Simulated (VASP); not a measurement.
# ZnPt: single point with LDA

Crystal: ZnPt.

```
Zn Pt
1.0
     2.86400    0.00716    0.00000
     0.00716    2.86400    0.00000
     0.00000    0.00000    3.51000
Zn Pt
1 1
Direct
  0.50000 0.50000 0.50000
  0.00000 0.00000 0.00000
```

This cell differs from its parent crystal: strain +0.0050 x Voigt [0, 0, 0, 0, 0, 1].

* Program: VASP 6.6.1
* Task: single point
* Functional: LDA
* Potentials or basis: VASP PAW LDA potentials, release 64 (Zn, Pt)
* Cutoff: 520 eV
* k mesh: 16 × 16 × 14
* Occupations: gaussian, width 0.15 eV
* Spin: no spin polarisation
* Dipole correction: no
* Further INCAR settings: ALGO = Fast; EDIFF = 1e-06; NBANDS = 18

| Property | Result |
| --- | --- |
| Pressure | -9.9 GPa |
| Band gap on the k mesh | zero (band 11 reaches 10.23 eV, above the bottom of band 12 at 5.65 eV) |

Stress tensor (GPa, compression positive):
```
-9.95 -0.26  0.00
-0.26 -9.95  0.00
 0.00  0.00 -9.86
```

Levels at points of the mesh, in eV from the Fermi level:
| k point | band 8 | band 9 | band 10 | band 11 | band 12 | band 13 | band 14 | band 15 |
| --- | --- | --- | --- | --- | --- | --- | --- | --- |
| (0.00, 0.00, 0.00) | -3.97 | -1.50 | -1.49 | -0.92 | 2.43 | 8.32 | 8.33 | 8.84 |
| (0.50, 0.00, 0.00) | -4.23 | -4.17 | -2.61 | -1.59 | 1.16 | 9.12 | 9.75 | 11.36 |
| (0.50, 0.50, 0.00) | -2.56 | -2.54 | -0.41 | -0.34 | 0.17 | 5.07 | 5.48 | 9.00 |
| (0.00, 0.00, 0.50) | -4.91 | -2.40 | -2.38 | -1.89 | -0.98 | 12.44 | 13.60 | 13.63 |
| (0.50, 0.00, 0.50) | -2.07 | -1.84 | -1.57 | -1.27 | -1.19 | 3.08 | 4.14 | 13.41 |
| (0.50, 0.50, 0.50) | -5.05 | -1.26 | 0.19 | 2.60 | 5.12 | 5.21 | 5.57 | 6.96 |

Wall time 5.1 min on 1 thread of Oxide Virtual Turin-like Processor, on a shared host, peak memory 0.37 GiB.

Caveat: the cell differs from its parent crystal (strain +0.0050 x Voigt [0, 0, 0, 0, 0, 1]); spin-orbit coupling is left out, which moves the levels of the heavy elements.
